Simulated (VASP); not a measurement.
# BP (F-43m) in VASP: vibrations by perturbation theory with LDA

Aim: the vibrations by perturbation theory of BP with LDA.

All numbers are computed with VASP 6.6.1; they aren't measurements. Logs are shortened: lines on timing, memory, paths and dates and some standing lists are left out, and cuts for length are marked.

## Step 1: The cell of the first run

It takes space group F-43m (No. 216, cubic). The conventional cell has a = 4.411 Å, b = 4.411 Å, c = 4.411 Å, α = 90.00°, β = 90.00°, γ = 90.00°. Within 2.5 Å of B (site symmetry -43m) lie 4 P at 1.91 Å. P (site symmetry -43m) has 4 B at 1.91 Å within 2.5 Å.

## Step 2: Vibrations by perturbation theory, LDA

INCAR reads:

```
ALGO = Normal
EDIFF = 1E-8
ENCUT = 500
GGA = CA
GGA_COMPAT = F
IBRION = 8
ISIF = 2
ISMEAR = 0
LASPH = T
LCHARG = F
LEPSILON = T
LREAL = F
LWAVE = F
NELM = 120
NSW = 1
PREC = Accurate
SIGMA = 0.01
```

KPOINTS reads:

```
k-points
0
Gamma
  12 12 12
```

POSCAR reads:

```
BP
1.0
    0.0000000000      2.2053451635      2.2053451635
    2.2053451635      0.0000000000      2.2053451635
    2.2053451635      2.2053451635      0.0000000000
B P
1 1
Direct
    0.0000000000      0.0000000000      0.0000000000
    0.2500000000      0.2500000000      0.2500000000
```

Potentials or basis: VASP PAW LDA potentials, release 64 (B, P).

On the command line:

```console
cat potpaw_LDA.64/B/POTCAR potpaw_LDA.64/P/POTCAR > POTCAR
mpirun -np 1 vasp_std > vasp.out
```

OUTCAR:

```text
EDIFF = 1E-8
   ENCUT = 500
   GGA = CA
   IBRION = 8
   ISIF = 2
   ISMEAR = 0
   LASPH = T
   LEPSILON = T
   LREAL = F
   NELM = 120
   NSW = 1
   PREC = Accurate

 ion  position               nearest neighbor table
   1  0.000  0.000  0.000-   2 1.91   2 1.91   2 1.91   2 1.91
   2  0.250  0.250  0.250-   1 1.91   1 1.91   1 1.91   1 1.91

  LATTYP: Found a face centered cubic cell.
 ALAT       =     4.4106903270

  Lattice vectors:

 A1 = (   0.0000000000,   2.2053451635,   2.2053451635)
 A2 = (   2.2053451635,   0.0000000000,   2.2053451635)
 A3 = (   2.2053451635,   2.2053451635,   0.0000000000)

Analysis of symmetry for initial positions (statically):
=====================================================================
 Subroutine PRICEL returns:
 Original cell was already a primitive cell.

 Routine SETGRP: Setting up the symmetry group for a
 face centered cubic supercell.

 Subroutine GETGRP returns: Found 24 space group operations
 (whereof 24 operations were pure point group operations)
 out of a pool of 48 trial point group operations.

The static configuration has the point symmetry T_d .

Analysis of symmetry for dynamics (positions and initial velocities):
=====================================================================
 Subroutine PRICEL returns:
 Original cell was already a primitive cell.

 Routine SETGRP: Setting up the symmetry group for a
 face centered cubic supercell.

 Subroutine GETGRP returns: Found 24 space group operations
 (whereof 24 operations were pure point group operations)
 out of a pool of 48 trial point group operations.

The dynamic configuration has the point symmetry T_d .

 Subroutine INISYM returns: Found 24 space group operations
 (whereof 24 operations are pure point group operations),
 and found     1 'primitive' translations

----------------------------------------------------------------------------------------

                                     Primitive cell

  volume of cell :      21.4516

  direct lattice vectors                    reciprocal lattice vectors
     0.000000000  2.205345164  2.205345164    -0.226721879  0.226721879  0.226721879
     2.205345164  0.000000000  2.205345164     0.226721879 -0.226721879  0.226721879
     2.205345164  2.205345164  0.000000000     0.226721879  0.226721879 -0.226721879

  length of vectors
     3.118829040  3.118829040  3.118829040     0.392693814  0.392693814  0.392693814

  position of ions in fractional coordinates (direct lattice)
     0.000000000  0.000000000  0.000000000
     0.250000000  0.250000000  0.250000000

  ion indices of the primitive-cell ions
   primitive index   ion index
                 1           1
                 2           2

----------------------------------------------------------------------------------------

 KPOINTS: k-points

Automatic generation of k-mesh.
 Grid dimensions read from file:
 generate k-points for:   12   12   12

 Generating k-lattice:

  Cartesian coordinates                     Fractional coordinates (reciprocal lattice)
    -0.018893490  0.018893490  0.018893490     0.083333333  0.000000000  0.000000000
[... 413 lines left out ...]
  ---------------------------------------------------
  free energy    TOTEN  =        -0.51177550 eV

  energy without entropy =       -0.51177550

------------------------ aborting loop because EDIFF is reached ----------------------------------------

--------------------------------------- Ionic step        2  -------------------------------------------

------------------------ aborting loop because EDIFF is reached ----------------------------------------

--------------------------------------- Ionic step        3  -------------------------------------------

------------------------ aborting loop because EDIFF is reached ----------------------------------------

 PIEZOELECTRIC TENSOR FIELD DIRECTION 3  (e Angst)
 -----------------------------------------------------------------------------
    -0.00075  0.35223  0.00000           ( -0.00000  0.07710  0.00000)
     0.35223 -0.00075  0.00000           (  0.07710 -0.00000  0.00000)
     0.00000  0.00000  0.00040           (  0.00000  0.00000 -0.00000)

 PIEZOELECTRIC TENSOR FIELD DIRECTION 3  (C/m^2)
 -----------------------------------------------------------------------------
    -0.00056  0.26307  0.00000
     0.26307 -0.00056  0.00000
     0.00000  0.00000  0.00030

--------------------------------------- Ionic step        4  -------------------------------------------

------------------------ aborting loop because EDIFF is reached ----------------------------------------

[... ionic steps 5 to 6 ...]

--------------------------------------- Ionic step        7  -------------------------------------------

 Free energy of the ion-electron system (eV)
  ---------------------------------------------------
  ---------------------------------------------------
  free energy    TOTEN  =        -0.04104367 eV

  energy without entropy =       -0.04104367

------------------------ aborting loop because EDIFF is reached ----------------------------------------

 INTERNAL STRAIN TENSOR  FOR ION    2  DIRECTION 1   (eV/Angst):
 -----------------------------------------------------------------------------
     0.00491  0.00000  0.00000
     0.00000 -0.00006-10.08557
     0.00000-10.08557 -0.00006

 MACROSCOPIC STATIC DIELECTRIC TENSOR (including local field effects in DFT)
 ------------------------------------------------------
           9.204585     0.000000     0.000000
          -0.000000     9.204585     0.000000
           0.000000    -0.000000     9.204585
 ------------------------------------------------------

 PIEZOELECTRIC TENSOR (including local field effects)  for field in x, y, z        (e  Angst)
          XX          YY          ZZ          XY          YZ          ZX
  --------------------------------------------------------------------------------
  x     0.00000     0.00000    -0.00000     0.00000     0.34923     0.00000
  y    -0.00000     0.00000    -0.00000     0.00000     0.00000     0.34923
  z     0.00000    -0.00000     0.00000     0.34923     0.00000     0.00000

 PIEZOELECTRIC TENSOR (including local field effects)  for field in x, y, z        (C/m^2)
          XX          YY          ZZ          XY          YZ          ZX
  --------------------------------------------------------------------------------
  x     0.00000     0.00000    -0.00000     0.00000     0.26083     0.00000
  y    -0.00000     0.00000    -0.00000     0.00000     0.00000     0.26083
  z     0.00000    -0.00000     0.00000     0.26083     0.00000     0.00000

 BORN EFFECTIVE CHARGES (including local field effects) (in |e|, cummulative output)
 ---------------------------------------------------------------------------------
 ion    1
    1    -0.79937    -0.00000     0.00000
    2     0.00000    -0.79937     0.00000
    3    -0.00000     0.00000    -0.79937
 ion    2
    1     0.79937     0.00000    -0.00000
    2    -0.00000     0.79937    -0.00000
    3     0.00000    -0.00000     0.79937

 INTERNAL STRAIN TENSOR FOR ION    2 for displacements in x,y,z  (eV/Angst):
          X           Y           Z          XY          YZ          ZX
  --------------------------------------------------------------------------------
  x    -0.00000     0.00000     0.00000     0.00000   -10.08557     0.00000
  y     0.00000     0.00000     0.00000     0.00000     0.00000   -10.08557
  z     0.00000     0.00000    -0.00000   -10.08557     0.00000     0.00000

 SECOND DERIVATIVES (NOT SYMMETRIZED)
 ------------------------------------
               1X          1Y          1Z          2X          2Y          2Z
  1X   -22.011609    0.000000    0.000000   22.011609    0.000000    0.000000
  1Y     0.000000  -22.011609    0.000000    0.000000   22.011609    0.000000
  1Z     0.000000    0.000000  -22.011609    0.000000    0.000000   22.011609
  2X    22.014894    0.000000    0.000000  -22.014894    0.000000    0.000000
  2Y     0.000000   22.014894    0.000000    0.000000  -22.014894    0.000000
  2Z     0.000000    0.000000   22.014894    0.000000    0.000000  -22.014894

 Eigenvectors and eigenvalues of the dynamical matrix
 ----------------------------------------------------

   1 f  =   25.909774 THz   162.795914 2PiTHz  864.257047 cm-1   107.154169 meV
             X         Y         Z           dx          dy          dz
      0.000000  0.000000  0.000000     0.000000    0.860954    0.000000
      1.102673  1.102673  1.102673     0.000000   -0.508682    0.000000
[... 21 lines left out ...]
   6 f/i=    0.000847 THz     0.005320 2PiTHz    0.028242 cm-1     0.003502 meV
             X         Y         Z           dx          dy          dz
      0.000000  0.000000  0.000000     0.000000    0.000000   -0.508682
      1.102673  1.102673  1.102673     0.000000    0.000000   -0.860954

--------------------------------------------------------------------------------------------------------

 MACROSCOPIC STATIC DIELECTRIC TENSOR IONIC CONTRIBUTION
 ------------------------------------------------------
           0.244859     0.000000     0.000000
           0.000000     0.244859     0.000000
           0.000000    -0.000000     0.244859
 ------------------------------------------------------

 ELASTIC MODULI CONTR FROM IONIC RELAXATION (kBar)
 Direction    XX          YY          ZZ          XY          YZ          ZX
 --------------------------------------------------------------------------------
 XX          -0.0000      0.0000     -0.0000      0.0000     -0.0000     -0.0000
 YY           0.0000     -0.0000      0.0000      0.0000      0.0000      0.0000
 ZZ          -0.0000      0.0000     -0.0000     -0.0000      0.0000     -0.0000
 XY           0.0000      0.0000     -0.0000   -360.8418     -0.0000     -0.0000
 YZ          -0.0000      0.0000      0.0000     -0.0000   -360.8418     -0.0000
 ZX          -0.0000      0.0000     -0.0000      0.0000     -0.0000   -360.8418
 --------------------------------------------------------------------------------

 PIEZOELECTRIC TENSOR IONIC CONTR  for field in x, y, z        (C/m^2)
          XX          YY          ZZ          XY          YZ          ZX
  --------------------------------------------------------------------------------
  x    -0.00000     0.00000     0.00000    -0.00000    -0.27970    -0.00000
  y    -0.00000     0.00000    -0.00000     0.00000    -0.00000    -0.27970
  z     0.00000     0.00000    -0.00000    -0.27970    -0.00000    -0.00000
```

Wall time 3.7 min (1 thread of Intel Xeon 8259CL, shared host); peak memory 0.24 GiB.

Results:

- Electronic dielectric tensor (diagonal): 9.20
- Born charges (mean of the diagonal): B -0.80; P +0.80 e
- Highest phonon frequency at Γ, LO-TO splitting left out: 864 cm⁻¹

Phonon frequencies in cm⁻¹ (negative: imaginary):
```csv
q point,frequencies
"(0.000, 0.000, 0.000)",0 0 0 864 864 864
```

Electronic dielectric tensor:
```
9.20 0.00 0.00
0.00 9.20 0.00
0.00 0.00 9.20
```

Born effective charge tensors (e):
atom 1, B
```
-0.80  0.00  0.00
 0.00 -0.80  0.00
 0.00  0.00 -0.80
```
atom 2, P
```
0.80 0.00 0.00
0.00 0.80 0.00
0.00 0.00 0.80
```

Caveat: the cell stands under pressure or tension, which shifts response properties.
